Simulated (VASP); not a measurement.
Write the native input for VASP 6.6.1 that does the following.

- Task: single point
- Functional: PBE
- Potentials or basis: VASP PAW PBE potentials, release 64 (Cd)
- Cutoff: 520 eV
- k mesh: 14 × 14 × 14
- Occupations: fermi-dirac, width 0.08 eV
- Spin: no spin polarisation
- Dipole correction: no
- Further INCAR settings: ALGO = Normal; EDIFF = 1e-06; NBANDS = 12

The structure of Cd lies in POSCAR:

```
Cd
1.0
    0.0000000000      1.8762973252      1.8762973252
    1.8762973252      0.0000000000      1.8762973252
    1.8762973252      1.8762973252      0.0000000000
Cd
1
Direct
    0.0000000000      0.0000000000      0.0000000000
```

This cell differs from its parent crystal: volume scaled by 0.58.

These files were run (other wordings do the same):

INCAR

```
SYSTEM = Cd
  PREC = Accurate
  ENCUT = 520
  EDIFF = 1E-6
  ISMEAR = -1
  SIGMA = 0.08
  LREAL = .False.
  LASPH = .True.
  NELM = 80
  ALGO = Normal
  ISIF = 2
  LWAVE = .False.
  LCHARG = .False.
  GGA = PE
  NBANDS = 12
```

KPOINTS

```
Automatic mesh
0
Gamma
  14 14 14
  0 0 0
```

Potentials or basis: VASP PAW PBE potentials, release 64 (Cd).

Launch:

```bash
$ cat potpaw_PBE.64/Cd/POTCAR > POTCAR
$ mpirun -np 1 vasp_std > vasp.out
```

It gave:

* Pressure: 113.1 GPa
* Band gap on the k mesh: zero (band 6 reaches 9.60 eV, above the bottom of band 7 at 7.86 eV)

Run time: 7.9 s on 1 thread of Intel(R) Xeon(R) Platinum 8375C CPU @ 2.90GHz (Ice Lake) (shared host), peak memory 0.13 GiB.
